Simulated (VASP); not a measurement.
# Ti (P6_3/mmc) in VASP: further runs, part 2 of 2

VASP 6.6.1.

### 4 Single point, PBE

This run uses another cell than the first one, of 17.46 Å³/atom.

Contents of INCAR:

```
PREC     = Accurate       # precision mode
ENCUT    = 520            # plane-wave cutoff, eV
EDIFF    = 1E-7           # SCF threshold, eV
ISMEAR   = -1             # smearing method
SIGMA    = 0.15           # smearing width, eV
LREAL    = F              # projectors in reciprocal space
LASPH    = T              # aspherical terms in the spheres
NELM     = 60             # most SCF steps
ALGO     = Fast           # electronic algorithm
ISIF     = 2              # what is computed and relaxed
LWAVE    = F              # write WAVECAR
LCHARG   = F              # write CHGCAR
GGA      = PE             # functional
NBANDS   = 19             # bands
```

Contents of KPOINTS:

```
Automatic mesh
0
Gamma
  18 18 10
```

Contents of POSCAR:

```
Ti
1.0
    2.9405230145      0.0000000000      0.0000000000
   -1.4702615073      2.5465676310      0.0000000000
    0.0000000000      0.0000000000      4.6640096419
Ti
2
Direct
    0.3333333333      0.6666666667      0.2500000000
    0.6666666667      0.3333333333      0.7500000000
```

The run is started by

```console
> cat potpaw_PBE.64/Ti_sv/POTCAR > POTCAR
> mpirun -np 1 vasp_std > vasp.out
```

Run time: 11 min. Hardware: 1 thread of Intel Xeon 8259CL, shared host; peak memory 0.25 GiB.

The run converged. Its results:

```
Free energy            : -15.7589 eV
Pressure               : -0.2 GPa
Band gap on the k mesh : zero (bands 12 and 13 overlap by 1.10 eV)
```

Levels at points of the mesh, in eV from the Fermi level:
```
           k point  band 10  band 11  band 12  band 13  band 14  band 15
(0.00, 0.00, 0.00)    -2.63     0.79     0.82     0.82     0.93     1.31
(0.50, 0.00, 0.00)    -2.10    -1.78    -0.58     0.54     0.67     1.22
(0.00, 0.00, 0.50)    -4.31     0.13     0.13     0.73     0.73     0.73
(0.50, 0.00, 0.50)    -2.48    -0.76    -0.76     1.36     1.36     1.78
```

### 5 Single point, PBE (17.81 Å³/atom)

This run uses another cell than the first one, of 17.81 Å³/atom.

Contents of INCAR:

```
PREC = Accurate ; ENCUT = 520
EDIFF = 1E-7 ; ISMEAR = -1
SIGMA = 0.15 ; LREAL = F
LASPH = T ; NELM = 60
ALGO = Fast ; ISIF = 2
LWAVE = F ; LCHARG = F
GGA = PE ; NBANDS = 19
```

KPOINTS is that of step 4.

Contents of POSCAR:

```
Ti
1.0
    2.9602763360      0.0000000000      0.0000000000
   -1.4801381680      2.5636745092      0.0000000000
    0.0000000000      0.0000000000      4.6940128052
Ti
2
Direct
    0.3333333333      0.6666666667      0.2500000000
    0.6666666667      0.3333333333      0.7500000000
```

The run is started by

```console
> cat potpaw_PBE.64/Ti_sv/POTCAR > POTCAR
> mpirun -np 1 vasp_std > vasp.out
```

Wall time 10 min (1 thread of Intel Xeon 8259CL, shared host); peak memory 0.25 GiB.

The run converged. Its results:

```yaml
Free_energy: -15.7534 eV
Pressure: -2.4 GPa
Band_gap_on_the_k_mesh: zero (bands 12 and 13 overlap by 1.09 eV)
```

Levels at points of the mesh, in eV from the Fermi level:
| k point | band 8 | band 9 | band 10 | band 11 | band 12 | band 13 | band 14 | band 15 | band 16 | band 17 |
| --- | --- | --- | --- | --- | --- | --- | --- | --- | --- | --- |
| (0.00, 0.00, 0.00) | -32.72 | -6.11 | -2.58 | 0.74 | 0.81 | 0.81 | 0.92 | 1.28 | 1.28 | 1.64 |
| (0.50, 0.00, 0.00) | -32.79 | -2.27 | -2.04 | -1.73 | -0.60 | 0.54 | 0.66 | 1.19 | 3.28 | 3.51 |
| (0.00, 0.00, 0.50) | -32.77 | -4.29 | -4.29 | 0.14 | 0.14 | 0.72 | 0.72 | 0.72 | 0.72 | 2.77 |
| (0.50, 0.00, 0.50) | -32.87 | -2.43 | -2.43 | -0.74 | -0.74 | 1.31 | 1.31 | 1.74 | 1.74 | 3.42 |

### 6 Relaxation of shape and atoms at fixed volume, PBE (17.11 Å³/atom)

This run uses another cell than the first one, of 17.11 Å³/atom.

Contents of INCAR:

```
PREC = Accurate ; ENCUT = 600
EDIFF = 1E-6 ; ISMEAR = -1
SIGMA = 0.15 ; LREAL = False
LASPH = True ; NELM = 80
ALGO = Fast ; ISIF = 4
LWAVE = False ; LCHARG = False
GGA = PE ; IBRION = 2
NSW = 80 ; EDIFFG = -0.001
```

Contents of KPOINTS:

```
regular mesh
0
Gamma
  18 18 10
```

Contents of POSCAR:

```
Ti
1.0
    2.9207873661      0.0000000000      0.0000000000
   -1.4603936830      2.5294760581      0.0000000000
    0.0000000000      0.0000000000      4.6327066206
Ti
2
Direct
    0.3333333333      0.6666666667      0.2500000000
    0.6666666667      0.3333333333      0.7500000000
```

Potentials or basis: VASP PAW PBE potentials, release 64 (Ti_sv).

The run is started by

```console
> cat potpaw_PBE.64/Ti_sv/POTCAR > POTCAR
> mpirun -np 1 vasp_std > vasp.out
```

Wall time 12 min (1 thread of Intel Xeon 8259CL, shared host); peak memory 0.26 GiB.

Results (log left out):

```
Free energy               : -15.7544 eV
Energy gained by relaxing : 0.0 meV/atom
Ionic steps               : 7
Pressure after relaxing   : 2.0 GPa
Band gap on the k mesh    : zero (bands 12 and 13 overlap by 1.11 eV)
```

Final structure:
```xyz
2
Lattice="2.9206 0.0000 0.0000 -1.4603 2.5293 0.0000 0.0000 0.0000 4.6333" Properties=species:S:1:pos:R:3 pbc="T T T"
Ti    0.0000    1.6862    1.1583
Ti    1.4603    0.8431    3.4750
```

Levels at points of the mesh, in eV from the Fermi level:
```tsv
k point	band 8	band 9	band 10	band 11	band 12	band 13	band 14	band 15	band 16
(0.00, 0.00, 0.00)	-32.61	-6.21	-2.68	0.83	0.83	0.84	0.95	1.34	1.34
(0.50, 0.00, 0.00)	-32.69	-2.32	-2.16	-1.83	-0.56	0.55	0.69	1.25	3.46
(0.00, 0.00, 0.50)	-32.66	-4.33	-4.33	0.13	0.13	0.74	0.74	0.74	0.74
(0.50, 0.00, 0.50)	-32.78	-2.54	-2.54	-0.79	-0.79	1.41	1.41	1.82	1.82
```

### 7 Overview

```tsv
task	cell	cutoff (eV)	smearing	gap on the mesh (eV)	pressure (GPa)
relaxation of cell and atoms	relaxed to 30 GPa from a = 2.756, b = 2.756, c = 4.373 Å, angles 90.0, 90.0, 120.0°, 2 atoms	600	gaussian 0.1 eV	none	29.9
single point	a = 2.920, b = 2.920, c = 4.634 Å, angles 90.0, 90.0, 120.0°, 2 atoms	520	fermi-dirac 0.15 eV	none	1.9
single point	a = 2.941, b = 2.941, c = 4.664 Å, angles 90.0, 90.0, 120.0°, 2 atoms	520	fermi-dirac 0.15 eV	none	-0.2
single point	a = 2.960, b = 2.960, c = 4.694 Å, angles 90.0, 90.0, 120.0°, 2 atoms	520	fermi-dirac 0.15 eV	none	-2.4
relaxation of shape and atoms at fixed volume	relaxed from a = 2.921, b = 2.921, c = 4.633 Å, angles 90.0, 90.0, 120.0°, 2 atoms	600	fermi-dirac 0.15 eV	none	2.0
```

Alike in all rows: level PBE; potentials or basis VASP PAW PBE potentials, release 64 (Ti_sv); no spin polarisation; k mesh 18 × 18 × 10.

Caveats: the cell is relaxed towards a set pressure, so the run minimises the enthalpy, not the energy (at least some runs).

Total energies depend on the potentials used, so only differences within one code and one set of settings carry meaning.
